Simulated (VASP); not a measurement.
# Sn (Im-3m) in VASP: a series of runs, part 2 of 2

VASP 6.6.1. The steps go on from the part before.

## 4. Relaxation of cell and atoms, PBE0

This run uses another cell than the first one, of 27.20 Å³/atom.

Input file POSCAR:

```
Sn
1.0
   -1.8946518192      1.8946518192      1.8946518192
    1.8946518192     -1.8946518192      1.8946518192
    1.8946518192      1.8946518192     -1.8946518192
Sn
1
Direct
    0.0000000000      0.0000000000      0.0000000000
```

Input file INCAR.step1:

```
SYSTEM = Sn
PREC     = Accurate       ! precision mode
ENCUT    = 600            ! plane-wave cutoff, eV
EDIFF    = 1E-5           ! SCF threshold, eV
ISMEAR   = -1             ! smearing method
SIGMA    = 0.05           ! smearing width, eV
LREAL    = .False.        ! projectors in reciprocal space
LASPH    = .True.         ! aspherical terms in the spheres
NELM     = 100            ! most SCF steps
ALGO     = Normal         ! electronic algorithm
LWAVE    = .True.         ! write WAVECAR
LCHARG   = .False.        ! write CHGCAR
GGA      = PE             ! functional
NBANDS   = 13             ! bands
```

Input file INCAR.step2:

```
SYSTEM = Sn
PREC     = Accurate       ! precision mode
ENCUT    = 600            ! plane-wave cutoff, eV
EDIFF    = 1E-7           ! SCF threshold, eV
ISMEAR   = -1             ! smearing method
SIGMA    = 0.05           ! smearing width, eV
LREAL    = .False.        ! projectors in reciprocal space
LASPH    = .True.         ! aspherical terms in the spheres
NELM     = 100            ! most SCF steps
ALGO     = Normal         ! electronic algorithm
ISIF     = 3              ! what is computed and relaxed
LWAVE    = .False.        ! write WAVECAR
LCHARG   = .False.        ! write CHGCAR
GGA      = PE             ! functional
LHFCALC  = .True.         ! exact exchange
AEXX     = 0.25           ! exact-exchange fraction
PRECFOCK = Normal       
IBRION   = 2              ! ionic algorithm
NSW      = 60             ! ionic steps
EDIFFG   = -0.01          ! ionic threshold
ISTART   = 1
```

Input file KPOINTS:

```
regular mesh
0
Gamma
  5 5 5
  0 0 0
```

The run is started by

```
$ cat potpaw_PBE.64/Sn_d/POTCAR > POTCAR
$ cp INCAR.step1 INCAR
$ mpirun -np 1 vasp_std > vasp.out
$ cp INCAR.step2 INCAR
$ mpirun -np 1 vasp_std > vasp.out
```

Wall time 21 min (1 thread of AMD EPYC 7R13 (Zen 3), shared host); peak memory 0.14 GiB.

Results (log left out):

- Free energy: -4.5925 eV
- Relaxed volume: 28.16 Å³/atom
- Relaxed cell: a = 3.320 Å, b = 3.320 Å, c = 3.320 Å, α = 109.47°, β = 109.47°, γ = 109.47°
- Space group after relaxing (to 0.1 Å): Im-3m (No. 229)
- Energy gained by relaxing: 4.7 meV/atom
- Ionic steps: 3
- Pressure after relaxing: 0.0 GPa
- Band gap on the k mesh: zero (bands 7 and 8 overlap by 11.35 eV)

Step by step:
```csv
step,energy change (eV),largest force (eV/Å),pressure (GPa),volume (Å³)
1,0.0000,0.0000,1.65,27.20
2,-0.0046,0.0000,-0.23,28.32
3,-0.0047,0.0000,0.05,28.16
```

Final structure:
```
CELL_PARAMETERS angstrom
-1.91663 1.91663 1.91663
1.91663 -1.91663 1.91663
1.91663 1.91663 -1.91663
ATOMIC_POSITIONS crystal
Sn 0.00000 0.00000 0.00000
```

Levels at points of the mesh, in eV from the Fermi level:
```
           k point  band 5  band 6  band 7  band 8  band 9  band 10
(0.00, 0.00, 0.00)  -24.32  -12.82    8.72    8.72    8.72    13.02
```

Caveat: the k points lie up to 0.46 Å⁻¹ apart in the final cell, too coarse for converged energies and pressures of a metal; the PAW data sets were made with another functional, which shifts forces and pressure a little; spin-orbit coupling is left out, which moves the levels of the heavy elements.

## 5. Relaxation of cell and atoms, PBE-based screened hybrid with 25 % exact exchange

This run uses another cell than the first one, of 27.20 Å³/atom.

POSCAR is that of step 4.

Input file INCAR.step1:

```
SYSTEM = Sn
ALGO = Normal ; EDIFF = 1E-5
ENCUT = 600 ; GGA = PE
ISMEAR = -1 ; LASPH = .TRUE.
LCHARG = .FALSE. ; LREAL = .FALSE.
LWAVE = .TRUE. ; NBANDS = 13
NELM = 60 ; PREC = Accurate
SIGMA = 0.05
```

Input file INCAR.step2:

```
SYSTEM = Sn
AEXX = 0.25 ; ALGO = Normal
EDIFF = 1E-7 ; EDIFFG = -0.01
ENCUT = 600 ; GGA = PE
HFSCREEN = 0.3 ; IBRION = 2
ISIF = 3 ; ISMEAR = -1
ISTART = 1 ; LASPH = .TRUE.
LCHARG = .FALSE. ; LHFCALC = .TRUE.
LREAL = .FALSE. ; LWAVE = .FALSE.
NELM = 60 ; NSW = 60
PREC = Accurate ; PRECFOCK = Normal
SIGMA = 0.05
```

Input file KPOINTS:

```
k-points
0
G
  5 5 5
  0 0 0
```

Potentials or basis: VASP PAW PBE potentials, release 64 (Sn_d).

The run is started by

```
$ cat potpaw_PBE.64/Sn_d/POTCAR > POTCAR
$ cp INCAR.step1 INCAR
$ mpirun -np 1 vasp_std > vasp.out
$ cp INCAR.step2 INCAR
$ mpirun -np 1 vasp_std > vasp.out
```

OUTCAR:

```text
SYSTEM = Sn
   AEXX = 0.25
   EDIFF = 1E-7
   EDIFFG = -0.01
   ENCUT = 600
   GGA = PE
   HFSCREEN = 0.3
   IBRION = 2
   ISIF = 3
   ISMEAR = -1
   ISTART = 1
   LASPH = .TRUE.
   LHFCALC = .TRUE.
   LREAL = .FALSE.
   NELM = 60
   NSW = 60
   PREC = Accurate
   PRECFOCK = Normal

 ion  position               nearest neighbor table
   1  0.000  0.000  0.000-

  LATTYP: Found a body centered cubic cell.
 ALAT       =     3.7893036384

  Lattice vectors:

 A1 = (  -1.8946518192,   1.8946518192,   1.8946518192)
 A2 = (   1.8946518192,  -1.8946518192,   1.8946518192)
 A3 = (   1.8946518192,   1.8946518192,  -1.8946518192)

[... 173 lines left out ...]
  -------------------------------------------------------------------------------------
  Total        0.3551549      0.3551549      0.3551549     -0.0000000      0.0000000      0.0000000
  in kB       20.9160743     20.9160743     20.9160743     -0.0000000      0.0000000      0.0000000
  external PRESSURE =      20.9160743 kB  Pullay stress =       0.0000000 kB
[... 92 lines left out ...]
--------------------------------------- Ionic step        4  -------------------------------------------

 number of electron      14.0000007 magnetization

 Free energy of the ion-electron system (eV)
  ---------------------------------------------------
  ext. energy  EPLUGINS =         0.00000000
  ---------------------------------------------------
  free energy    TOTEN  =        -3.98660893 eV

  energy without entropy =       -3.96484469  energy(sigma->0) =       -3.97572681

 E-fermi :   7.1252     XC(G=0):  -8.4079

 val. band max:        6.9359076943   @ k =  -0.4000   0.4000   0.4000
 cond. band min:       7.1509078280   @ k =  -0.4000   0.4000   0.4000
 fundamental gap:      0.2150001338
 Fermi energy:         7.1251576144

 k-point     1 :       0.0000    0.0000    0.0000
  band No.  band energies     occupation
      1     -16.5439      2.00000
      2     -16.5439      2.00000
      3     -16.5439      2.00000
      4     -16.4339      2.00000
      5     -16.4339      2.00000
      6      -4.5388      2.00000
      7      14.9320      0.00000
      8      14.9320      0.00000
      9      14.9320      0.00000
     10      19.6057      0.00000
     11      19.6057      0.00000
[... 152 lines left out ...]
  FREE ENERGIE OF THE ION-ELECTRON SYSTEM (eV)
  ---------------------------------------------------
  free  energy   TOTEN  =        -3.9866089301 eV

  energy  without entropy=       -3.9648446871  energy(sigma->0) =       -3.97572681

 reached required accuracy - stopping structural energy minimisation
```

OUTCAR.step1:

```text
SYSTEM = Sn
   EDIFF = 1E-5
   ENCUT = 600
   GGA = PE
   ISMEAR = -1
   LASPH = .TRUE.
   LREAL = .FALSE.
[... 359 lines left out ...]
 -----------------------------------------------------------------------------------
      0.00000      0.00000      0.00000         0.000000     -0.000000     -0.000000
 -----------------------------------------------------------------------------------
    total drift:                               -0.000000     -0.000000     -0.000000

  FREE ENERGIE OF THE ION-ELECTRON SYSTEM (eV)
  ---------------------------------------------------
  free  energy   TOTEN  =        -3.5500097976 eV

  energy  without entropy=       -3.5172121918  energy(sigma->0) =       -3.53361099
```

Run time: 38 min. Hardware: 1 thread of Intel Xeon Platinum 8259CL at 2.50GHz (Skylake/Cascade Lake), shared host; peak memory 0.27 GiB.

What came out:

```yaml
Free_energy: -3.9866 eV
Relaxed_volume: 29.64 Å³/atom
Relaxed_cell: a = 3.377 Å, b = 3.377 Å, c = 3.377 Å, α = 109.47°, β = 109.47°, γ = 109.47°
Space_group_after_relaxing_to_0.1_Å: Im-3m (No. 229)
Energy_gained_by_relaxing: 21.2 meV/atom
Ionic_steps: 4
Pressure_after_relaxing: 0.0 GPa
Band_gap_on_the_k_mesh: zero (bands 7 and 8 overlap by 9.81 eV)
```

Step by step:
```
step  energy change (eV)  largest force (eV/Å)  pressure (GPa)  volume (Å³)
   1              0.0000                0.0000            2.09        27.20
   2             -0.0165                0.0000            1.43        28.63
   3             -0.0208                0.0000           -0.43        29.97
   4             -0.0212                0.0000            0.04        29.64
```

Final structure:
```
Sn
1.0
    -1.94955    1.94955    1.94955
     1.94955   -1.94955    1.94955
     1.94955    1.94955   -1.94955
Sn
1
Direct
  0.00000 0.00000 0.00000
```

Caveat: the k points lie up to 0.46 Å⁻¹ apart in the final cell, too coarse for converged energies and pressures of a metal; the PAW data sets were made with another functional, which shifts forces and pressure a little; spin-orbit coupling is left out, which moves the levels of the heavy elements.

## 6. The runs side by side

```tsv
task	level	cell	k mesh	cutoff (eV)	screening parameter	gap on the mesh (eV)	pressure (GPa)	relaxed volume (Å³/atom)
single point	HSE06	a = 3.215 Å, angles 109.5°, 1 atom	6 × 6 × 6	520	0.2079 1/Å	none	3.0	-
single point	PBE0	a = 3.215 Å, angles 109.5°, 1 atom	6 × 6 × 6	520	-	none	2.7	-
relaxation of cell and atoms	PBE0	relaxed from a = 3.282 Å, angles 109.5°, 1 atom	5 × 5 × 5	600	-	none	0.0	28.16
relaxation of cell and atoms	PBE-based screened hybrid with 25 % exact exchange	relaxed from a = 3.282 Å, angles 109.5°, 1 atom	5 × 5 × 5	600	0.3 1/Å	none	0.0	29.64
```

Alike in all rows: potentials or basis VASP PAW PBE potentials, release 64 (Sn_d); no spin polarisation; smearing fermi-dirac 0.05 eV.

Caveats: all runs use coarse meshes; the PAW data sets were made with another functional, which shifts forces and pressure a little; spin-orbit coupling is left out, which moves the levels of the heavy elements.

Total energies depend on the potentials used, so only differences within one code and one set of settings carry meaning.

The gap in the log of VASP goes by the Fermi energy; the results here count the filled bands.